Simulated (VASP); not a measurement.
# AlRu (Pm-3m) in VASP: further runs

Aim: see how the results for AlRu move with the level of theory and the settings. Levels: PBE0, PBEsol-based global hybrid with 25 % exact exchange, HF, r2SCAN. Tasks: single point, relaxation of cell and atoms.

Program: VASP 6.6.1. These are calculated values, not measurements. Logs are shortened: lines on timing, memory, paths and dates and some standing lists are left out, and cuts for length are marked.

### 1 The cell of the first run

It takes space group Pm-3m (No. 221, cubic). Conventional cell: a = 3.050 Å, b = 3.050 Å, c = 3.050 Å, α = 90.00°, β = 90.00°, γ = 90.00°. Ru (site symmetry m-3m) has 8 Al at 2.64 Å and 6 Ru at 3.05 Å within 3.5 Å. Al (site symmetry m-3m) has 8 Ru at 2.64 Å and 6 Al at 3.05 Å within 3.5 Å.

### 2 Single point, PBE0

POSCAR

```
AlRu
1.0
    3.0502737196      0.0000000000      0.0000000000
    0.0000000000      3.0502737196      0.0000000000
    0.0000000000      0.0000000000      3.0502737196
Ru Al
1 1
Direct
    0.5000000000      0.5000000000      0.5000000000
    0.0000000000      0.0000000000      0.0000000000
```

INCAR.step1

```
ALGO = Normal ; EDIFF = 1E-5
ENCUT = 520 ; GGA = PE
ISIF = 2 ; ISMEAR = -1
LASPH = True ; LCHARG = False
LREAL = False ; LWAVE = True
NBANDS = 16 ; NELM = 60
PREC = Accurate ; SIGMA = 0.05
```

INCAR.step2

```
AEXX = 0.25 ; ALGO = Normal
EDIFF = 1E-6 ; ENCUT = 520
GGA = PE ; ISIF = 2
ISMEAR = -1 ; ISTART = 1
LASPH = True ; LCHARG = False
LHFCALC = True ; LREAL = False
LWAVE = False ; NBANDS = 16
NELM = 60 ; PREC = Accurate
PRECFOCK = Normal ; SIGMA = 0.05
```

KPOINTS

```
k-points
0
Gamma
  6 6 6
```

Potentials or basis: VASP PAW PBE potentials, release 64 (Ru_pv, Al).

Run with:

```sh
$ cat potpaw_PBE.64/Ru_pv/POTCAR potpaw_PBE.64/Al/POTCAR > POTCAR
$ cp INCAR.step1 INCAR
$ mpirun -np 1 vasp_std > vasp.out
$ cp INCAR.step2 INCAR
$ mpirun -np 1 vasp_std > vasp.out
```

OUTCAR:

```text
AEXX = 0.25
   EDIFF = 1E-6
   ENCUT = 520
   GGA = PE
   ISIF = 2
   ISMEAR = -1
   ISTART = 1
   LASPH = True
   LHFCALC = True
   LREAL = False
   NELM = 60
   PREC = Accurate
   PRECFOCK = Normal

 ion  position               nearest neighbor table
   1  0.500  0.500  0.500-   2 2.64   2 2.64   2 2.64   2 2.64   2 2.64   2 2.64   2 2.64   2 2.64

   2  0.000  0.000  0.000-   1 2.64   1 2.64   1 2.64   1 2.64   1 2.64   1 2.64   1 2.64   1 2.64

  LATTYP: Found a simple cubic cell.
 ALAT       =     3.0502737196

  Lattice vectors:

 A1 = (   3.0502737196,   0.0000000000,   0.0000000000)
 A2 = (   0.0000000000,   3.0502737196,   0.0000000000)
 A3 = (   0.0000000000,   0.0000000000,   3.0502737196)

Analysis of symmetry for initial positions (statically):
=====================================================================
 Subroutine PRICEL returns:
 Original cell was already a primitive cell.

 Routine SETGRP: Setting up the symmetry group for a
 simple cubic supercell.

 Subroutine GETGRP returns: Found 48 space group operations
 (whereof 48 operations were pure point group operations)
 out of a pool of 48 trial point group operations.

The static configuration has the point symmetry O_h .

Analysis of symmetry for dynamics (positions and initial velocities):
=====================================================================
 Subroutine PRICEL returns:
 Original cell was already a primitive cell.

 Routine SETGRP: Setting up the symmetry group for a
 simple cubic supercell.

 Subroutine GETGRP returns: Found 48 space group operations
 (whereof 48 operations were pure point group operations)
 out of a pool of 48 trial point group operations.

The dynamic configuration has the point symmetry O_h .

 Subroutine INISYM returns: Found 48 space group operations
 (whereof 48 operations are pure point group operations),
 and found     1 'primitive' translations

----------------------------------------------------------------------------------------

                                     Primitive cell

  volume of cell :      28.3803

  direct lattice vectors                    reciprocal lattice vectors
     3.050273720  0.000000000  0.000000000     0.327839431  0.000000000  0.000000000
     0.000000000  3.050273720  0.000000000     0.000000000  0.327839431  0.000000000
     0.000000000  0.000000000  3.050273720     0.000000000  0.000000000  0.327839431

  length of vectors
     3.050273720  3.050273720  3.050273720     0.327839431  0.327839431  0.327839431

  position of ions in fractional coordinates (direct lattice)
     0.500000000  0.500000000  0.500000000
     0.000000000  0.000000000  0.000000000

  ion indices of the primitive-cell ions
   primitive index   ion index
                 1           1
                 2           2

----------------------------------------------------------------------------------------

 KPOINTS: k-points

Automatic generation of k-mesh.
 Grid dimensions read from file:
 generate k-points for:    6    6    6

 Generating k-lattice:

  Cartesian coordinates                     Fractional coordinates (reciprocal lattice)
     0.054639905  0.000000000  0.000000000     0.166666667  0.000000000  0.000000000
     0.000000000  0.054639905  0.000000000     0.000000000  0.166666667  0.000000000
     0.000000000  0.000000000  0.054639905     0.000000000  0.000000000  0.166666667

  Length of vectors
     0.054639905  0.054639905  0.054639905

  Shift w.r.t. Gamma in fractional coordinates (k-lattice)
     0.000000000  0.000000000  0.000000000

 Subroutine IBZKPT returns following result:
 ===========================================

 Found     20 irreducible k-points:

 Following reciprocal coordinates:
            Coordinates               Weight
  0.000000  0.000000  0.000000      1.000000
  0.166667  0.000000  0.000000      6.000000
  0.333333  0.000000  0.000000      6.000000
  0.500000  0.000000  0.000000      3.000000
  0.166667  0.166667  0.000000     12.000000
  0.333333  0.166667  0.000000     24.000000
[... 12 lines left out ...]
  0.500000  0.500000  0.333333      6.000000
  0.500000  0.500000  0.500000      1.000000
   k-points           NKPTS =     20   k-points in BZ     NKDIM =    216   number of bands    NBANDS=     16
   number of dos      NEDOS =    301   number of ions     NIONS =      2
   total plane-waves  NPLWV =  13824
   dimension x,y,z NGX =    24 NGY =   24 NGZ =   24
   dimension x,y,z NGXF=    48 NGYF=   48 NGZF=   48
   ions per type =               1   1
   NGX,Y,Z   is equivalent  to a cutoff of  13.08, 13.08, 13.08 a.u.
   NGXF,Y,Z  is equivalent  to a cutoff of  26.16, 26.16, 26.16 a.u.
 SYSTEM =  unknown system
   PREC   = accura    normal or accurate (medium, high low for compatibility)
   ISTART =      1    job   : 0-new  1-cont  2-samecut
   ICHARG =      0    charge: 1-file 2-atom 10-const
   ISPIN  =      1    spin polarized calculation?
   LNONCOLLINEAR =      F non collinear calculations
   LSORBIT =      F    spin-orbit coupling
   LASPH  =      T    aspherical Exc in radial PAW
   ENCUT  =  520.0 eV  38.22 Ry    6.18 a.u.   5.67  5.67  5.67*2*pi/ulx,y,z
   NELM   =     60;   NELMIN=  2; NELMDL=  0     # of ELM steps
   EDIFF  = 0.1E-05   stopping-criterion for ELM
   LREAL  =      F    real-space projection
   EDIFFG = 0.1E-04   stopping-criterion for IOM
   NSW    =      0    number of steps for IOM
   IBRION =     -1    ionic relax: 0-MD 1-quasi-New 2-CG
   NFREE  =      0    steps in history (QN), initial steepest desc. (CG)
   ISIF   =      2    stress and relaxation
   ISYM   =      3    0-nonsym 1-usesym 2-fastsym
   POTIM  = 0.5000    time-step for ionic-motion
   TEBEG  =    0.0;   TEEND  =   0.0 temperature during run
   PSTRESS=    0.0 pullay stress
   NELECT =      17.0000    total number of electrons
   NUPDOWN=      -1.0000    fix difference up-down
   EMIN   =  10.00;   EMAX   =-10.00  energy-range for DOS
   EFERMI =   0.00;   METHOD = LEGACY
   ISMEAR =    -1;   SIGMA  =   0.05  broadening in eV -4-tet -1-fermi 0-gaus
   EFERMI_NEDOS =   21; number of points for ismear=-14 and -15
   IALGO  =     38    algorithm
   IMIX   =      1    mixing-type and parameters
     AMIX     =   0.40;   BMIX     =  1.00
     AMIX_MAG =   1.60;   BMIX_MAG =  1.00
  volume/ion in A,a.u.               =      14.19        95.76
  Fermi-wavevector in a.u.,A,eV,Ry     =   1.380021  2.607861 25.911719  1.904458
  Thomas-Fermi vector in A             =   2.504937
   LORBIT       =      0    0 simple, 1 ext, 2 COOP (PROOUT), +10 PAW based schemes
   GGA     = PE    functional components
   LHFCALC =     T    Hartree Fock is set to
   PRECFOCK=normal    Normal, Fast or Accurate (Low or Medium for compatibility)
   ENCUT4O =  -1.0   cutoff for four orbital integrals eV
   NKREDX  =     1    reduce k-point grid by
   NKREDY  =     1    reduce k-point grid by
   NKREDZ  =     1    reduce k-point grid by
   AEXX    =    0.2500 exact exchange contribution
   HFSCREEN=    0.0000 screening length (either q_TF or 0.3 A-1)
   HFSCREENC=   0.0000 screening length for correlation (either q_TF or 0.3 A-1)
   ENCUTFOCK=  -1.0 apply spherical cutoff to Coloumb kernel
   IVDW    =     0    specifies the selected vdW correction
   LEPSILON=     F    determine dielectric tensor
   LRPA    =     F    only Hartree local field effects (RPA)
 non-spin polarized calculation
  energy-cutoff  :      520.00
  volume of cell :       28.38
 maximum number of plane-waves:       784
 NGX is ok and might be reduce to    24
  NGX = 18; NGY = 18; NGZ = 18

 number of electron      17.0000005 magnetization

 Free energy of the ion-electron system (eV)
  ---------------------------------------------------
  ext. energy  EPLUGINS =         0.00000000
  ---------------------------------------------------
  free energy    TOTEN  =       -17.77722094 eV

  energy without entropy =      -17.77346869  energy(sigma->0) =      -17.77534482

 E-fermi :   9.2888     XC(G=0):  -9.6202

 val. band max:        9.0701838264   @ k =   0.3333   0.3333   0.3333
 cond. band min:       9.3396027283   @ k =   0.5000   0.1667   0.0000
 fundamental gap:      0.2694189019
 Fermi energy:         9.2887527196

 k-point     1 :       0.0000    0.0000    0.0000
  band No.  band energies     occupation
      1     -35.3681      2.00000
      2     -35.3681      2.00000
      3     -35.3681      2.00000
      4      -1.3036      2.00000
      5       5.4322      2.00000
      6       5.4322      2.00000
[... 8 lines left out ...]
     15      25.4156      0.00000
     16      26.4838      0.00000

 k-point     2 :       0.1667    0.0000    0.0000
  band No.  band energies     occupation
      1     -35.4204      2.00000
      2     -35.3629      2.00000
      3     -35.3629      2.00000
      4      -0.7399      2.00000
      5       5.5584      2.00000
      6       5.6150      2.00000
[... 8 lines left out ...]
     15      26.4738      0.00000
     16      27.2718      0.00000

 k-point     3 :       0.3333    0.0000    0.0000
  band No.  band energies     occupation
      1     -35.5246      2.00000
      2     -35.3546      2.00000
      3     -35.3546      2.00000
      4       0.8283      2.00000
      5       5.0358      2.00000
      6       6.0220      2.00000
[... 8 lines left out ...]
     15      25.6765      0.00000
     16      26.3201      0.00000

 k-point     4 :       0.5000    0.0000    0.0000
  band No.  band energies     occupation
      1     -35.5764      2.00000
      2     -35.3503      2.00000
      3     -35.3503      2.00000
      4       2.9193      2.00000
      5       3.1677      2.00000
      6       6.2510      2.00000
[... 8 lines left out ...]
     15      23.2684      0.00000
     16      23.9400      0.00000

 k-point     5 :       0.1667    0.1667    0.0000
  band No.  band energies     occupation
      1     -35.4161      2.00000
      2     -35.4151      2.00000
      3     -35.3578      2.00000
      4      -0.2019      2.00000
      5       5.6899      2.00000
      6       5.8324      2.00000
[... 8 lines left out ...]
     15      26.4764      0.00000
     16      26.9706      0.00000

 k-point     6 :       0.3333    0.1667    0.0000
  band No.  band energies     occupation
      1     -35.5198      2.00000
      2     -35.4066      2.00000
      3     -35.3494      2.00000
      4       1.2647      2.00000
      5       5.1098      2.00000
      6       6.2650      2.00000
[... 8 lines left out ...]
     15      25.5252      0.00000
     16      26.0016      0.00000
[... 191 lines left out ...]
 k-point    17 :       0.3333    0.3333    0.3333
  band No.  band energies     occupation
      1     -35.4980      2.00000
      2     -35.4957      2.00000
      3     -35.4957      2.00000
      4       3.1341      2.00000
      5       5.0692      2.00000
      6       5.0692      2.00000
[... 8 lines left out ...]
     15      21.0690      0.00000
     16      26.4768      0.00000

 k-point    18 :       0.5000    0.3333    0.3333
  band No.  band energies     occupation
      1     -35.5490      2.00000
      2     -35.4927      2.00000
      3     -35.4909      2.00000
      4       3.4805      2.00000
      5       4.6862      2.00000
      6       4.8127      2.00000
[... 8 lines left out ...]
     15      21.7771      0.00000
     16      26.4526      0.00000

 k-point    19 :       0.5000    0.5000    0.3333
  band No.  band energies     occupation
      1     -35.5439      2.00000
      2     -35.5439      2.00000
      3     -35.4871      2.00000
      4       3.6074      2.00000
      5       4.5207      2.00000
      6       4.5207      2.00000
[... 8 lines left out ...]
     15      20.5007      0.00000
     16      24.4435      0.00000

 k-point    20 :       0.5000    0.5000    0.5000
  band No.  band energies     occupation
      1     -35.5384      2.00000
      2     -35.5384      2.00000
      3     -35.5384      2.00000
      4       4.0801      2.00000
      5       4.0801      2.00000
      6       4.0801      2.00000
[... 8 lines left out ...]
     15      18.9731      0.00000
     16      22.5171      0.00000

------------------------ aborting loop because EDIFF is reached ----------------------------------------

  FORCE on cell =-STRESS in cart. coord.  units (eV):
  Direction    XX          YY          ZZ          XY          YZ          ZX
  --------------------------------------------------------------------------------------
  -------------------------------------------------------------------------------------
  Total       -2.6880859     -2.6880859     -2.6880859     -0.0000000     -0.0000000      0.0000000
  in kB     -151.7529976   -151.7529976   -151.7529976     -0.0000000     -0.0000000      0.0000000
  external PRESSURE =    -151.7529976 kB  Pullay stress =       0.0000000 kB

 VOLUME and BASIS-vectors are now :
 -----------------------------------------------------------------------------
  energy-cutoff  :      520.00
  volume of cell :       28.38
      direct lattice vectors                 reciprocal lattice vectors
     3.050273720  0.000000000  0.000000000     0.327839431  0.000000000  0.000000000
     0.000000000  3.050273720  0.000000000     0.000000000  0.327839431  0.000000000
     0.000000000  0.000000000  3.050273720     0.000000000  0.000000000  0.327839431

 POSITION                                       TOTAL-FORCE (eV/Angst)
 -----------------------------------------------------------------------------------
      1.52514      1.52514      1.52514         0.000000      0.000000      0.000000
      0.00000      0.00000      0.00000         0.000000      0.000000      0.000000
 -----------------------------------------------------------------------------------
    total drift:                                0.000000      0.000000      0.000000

  FREE ENERGIE OF THE ION-ELECTRON SYSTEM (eV)
  ---------------------------------------------------
  free  energy   TOTEN  =       -17.7772209415 eV

  energy  without entropy=      -17.7734686905  energy(sigma->0) =      -17.77534482
```

Run time: 33 min. Hardware: 1 thread of Intel Xeon Platinum 8259CL at 2.50GHz (Skylake/Cascade Lake), shared host; peak memory 0.16 GiB.

What came out:

- Free energy: -17.7772 eV
- Pressure: -15.2 GPa
- Band gap on the k mesh: zero (an odd number of electrons rules out a gap without spin polarisation)

Caveat: the cell stands under tension; the PAW data sets were made with another functional, which shifts forces and pressure a little.

### 3 Single point, PBE0

This run uses another cell than the first one, of 13.39 Å³/atom.

POSCAR

```
AlRu
1.0
    2.9916000000      0.0000000000      0.0000000000
    0.0000000000      2.9916000000      0.0000000000
    0.0000000000      0.0000000000      2.9916000000
Ru Al
1 1
Direct
    0.5000000000      0.5000000000      0.5000000000
    0.0000000000      0.0000000000      0.0000000000
```

INCAR.step1

```
  PREC = Accurate
  ENCUT = 520
  EDIFF = 1E-5
  ISMEAR = -1
  SIGMA = 0.05
  LREAL = False
  LASPH = True
  NELM = 60
  ALGO = Normal
  ISIF = 2
  LWAVE = True
  LCHARG = False
  GGA = PE
  NBANDS = 16
```

INCAR.step2

```
  PREC = Accurate
  ENCUT = 520
  EDIFF = 1E-6
  ISMEAR = -1
  SIGMA = 0.05
  LREAL = False
  LASPH = True
  NELM = 60
  ALGO = Normal
  ISIF = 2
  LWAVE = False
  LCHARG = False
  GGA = PE
  LHFCALC = True
  AEXX = 0.25
  PRECFOCK = Normal
  ISTART = 1
  NBANDS = 16
```

KPOINTS

```
Automatic mesh
0
Gamma
  6 6 6
```

Potentials or basis: VASP PAW PBE potentials, release 64 (Ru_pv, Al).

Run with:

```sh
$ cat potpaw_PBE.64/Ru_pv/POTCAR potpaw_PBE.64/Al/POTCAR > POTCAR
$ cp INCAR.step1 INCAR
$ mpirun -np 1 vasp_std > vasp.out
$ cp INCAR.step2 INCAR
$ mpirun -np 1 vasp_std > vasp.out
```

It took 33 min on 1 thread of Intel Xeon Platinum 8259CL at 2.50GHz (Skylake/Cascade Lake), shared host; peak memory 0.15 GiB.

Results (log left out):

```yaml
Free_energy: -17.8778 eV
Pressure: -4.5 GPa
Band_gap_on_the_k_mesh: zero (an odd number of electrons rules out a gap without spin polarisation)
```

Levels at points of the mesh, in eV from the Fermi level:
| k point | band 4 | band 5 | band 6 | band 7 | band 8 | band 9 | band 10 | band 11 | band 12 | band 13 |
| --- | --- | --- | --- | --- | --- | --- | --- | --- | --- | --- |
| (0.00, 0.00, 0.00) | -10.97 | -4.20 | -4.20 | 0.43 | 0.43 | 0.43 | 7.56 | 7.56 | 7.56 | 12.94 |
| (0.50, 0.00, 0.00) | -6.69 | -6.24 | -3.31 | -2.23 | -2.23 | 0.84 | 3.77 | 8.96 | 12.88 | 12.88 |
| (0.50, 0.50, 0.00) | -7.10 | -3.58 | -1.65 | -1.65 | -1.53 | -1.53 | 2.82 | 7.07 | 7.77 | 12.40 |
| (0.50, 0.50, 0.50) | -5.56 | -5.56 | -5.56 | 2.90 | 2.90 | 3.89 | 5.44 | 5.44 | 5.44 | 10.25 |

Caveat: the cell stands under tension; the PAW data sets were made with another functional, which shifts forces and pressure a little.

### 4 Relaxation of cell and atoms, PBEsol-based global hybrid with 25 % exact exchange

This run uses another cell than the first one, of 13.39 Å³/atom.

POSCAR is that of step 3.

INCAR.step1

```
PREC = Accurate ; ENCUT = 600
EDIFF = 1E-5 ; ISMEAR = -1
SIGMA = 0.05 ; LREAL = F
LASPH = T ; NELM = 80
ALGO = Normal ; LWAVE = T
LCHARG = F ; GGA = PE
NBANDS = 16
```

INCAR.step2

```
PREC = Accurate ; ENCUT = 600
EDIFF = 1E-6 ; ISMEAR = -1
SIGMA = 0.05 ; LREAL = F
LASPH = T ; NELM = 80
ALGO = Normal ; ISIF = 3
LWAVE = F ; LCHARG = F
GGA = PS ; LHFCALC = T
AEXX = 0.25 ; PRECFOCK = Normal
IBRION = 2 ; NSW = 60
EDIFFG = -0.01 ; ISTART = 1
```

KPOINTS

```
regular mesh
0
Gamma
  5 5 5
```

Run with:

```sh
$ cat potpaw_PBE.64/Ru_pv/POTCAR potpaw_PBE.64/Al/POTCAR > POTCAR
$ cp INCAR.step1 INCAR
$ mpirun -np 1 vasp_std > vasp.out
$ cp INCAR.step2 INCAR
$ mpirun -np 1 vasp_std > vasp.out
```

It took 33 min on 1 thread of Intel Xeon 6975P-C (Granite Rapids), shared host; peak memory 0.19 GiB.

Results (log left out):

| Property | Result |
| --- | --- |
| Free energy | -18.7433 eV |
| Relaxed volume | 12.94 Å³/atom |
| Relaxed cell | a = 2.958 Å, b = 2.958 Å, c = 2.958 Å, α = 90.00°, β = 90.00°, γ = 90.00° |
| Space group after relaxing (to 0.1 Å) | Pm-3m (No. 221) |
| Energy gained by relaxing | 18.5 meV/atom |
| Ionic steps | 4 |
| Pressure after relaxing | 0.0 GPa |
| Band gap on the k mesh | zero (an odd number of electrons rules out a gap without spin polarisation) |

The path:
```csv
step,energy change (eV),largest force (eV/Å),pressure (GPa),volume (Å³)
1,0.0000,0.0000,-7.90,26.77
2,0.0529,0.0000,16.65,24.30
3,-0.0370,0.0000,0.25,25.86
4,-0.0370,0.0000,0.01,25.89
```

Final structure:
```xyz
2
Lattice="2.9583 0.0000 0.0000 0.0000 2.9583 0.0000 0.0000 0.0000 2.9583" Properties=species:S:1:pos:R:3 pbc="T T T"
Ru    1.4791    1.4791    1.4791
Al    0.0000    0.0000    0.0000
```

Levels at points of the mesh, in eV from the Fermi level:
```
           k point  band 7  band 8  band 9  band 10  band 11  band 12
(0.00, 0.00, 0.00)   -0.70   -0.70   -0.70     7.30     7.30     7.30
```

Caveat: the k points lie up to 0.42 Å⁻¹ apart in the final cell, too coarse for converged energies and pressures of a metal; the PAW data sets were made with another functional, which shifts forces and pressure a little.

(Continued in part 2 of 2.)
